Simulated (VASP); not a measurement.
Write the native input for VASP 6.6.1 that does the following.

```yaml
Task: single point
Functional: revPBE
Potentials_or_basis: VASP PAW PBE potentials, release 64 (Co)
Cutoff: 520 eV
k_mesh: 12 × 12 × 17
Occupations: fermi-dirac, width 0.1 eV
Spin: no spin polarisation
Dipole_correction: no
Further_INCAR_settings: ALGO = Normal; EDIFF = 1e-06; NBANDS = 20
```

The structure of Co lies in POSCAR:

```
Co
1.0
    3.9319555098      0.0000000000      0.0000000000
   -1.9659777549      3.4051733581      0.0000000000
    0.0000000000      0.0000000000      2.4109379996
Co
3
Direct
    0.0000000000      0.0000000000      0.0000000000
    0.3333333333      0.6666666667      0.5000000000
    0.6666666667      0.3333333333      0.5000000000
```

One way to write it, as run:

INCAR

```
SYSTEM = Co
PREC = Accurate
ENCUT = 520
EDIFF = 1E-6
ISMEAR = -1
SIGMA = 0.1
LREAL = .FALSE.
LASPH = .TRUE.
NELM = 80
ALGO = Normal
ISIF = 2
LWAVE = .FALSE.
LCHARG = .FALSE.
GGA = RE
NBANDS = 20
```

KPOINTS

```
regular mesh
0
G
  12 12 17
  0 0 0
```

Potentials or basis: VASP PAW PBE potentials, release 64 (Co).

Run with:

```bash
$ cat potpaw_PBE.64/Co/POTCAR > POTCAR
$ mpirun -np 1 vasp_std > vasp.out
```

Results of the run:

- Pressure: -0.4 GPa

Caveat: the PAW data sets were made with another functional, which shifts forces and pressure a little; the run has no spin polarisation, though such a crystal can be magnetic.

Wall time 3.3 min on 1 thread of AMD EPYC 7R13 (shared host), peak memory 0.18 GiB.
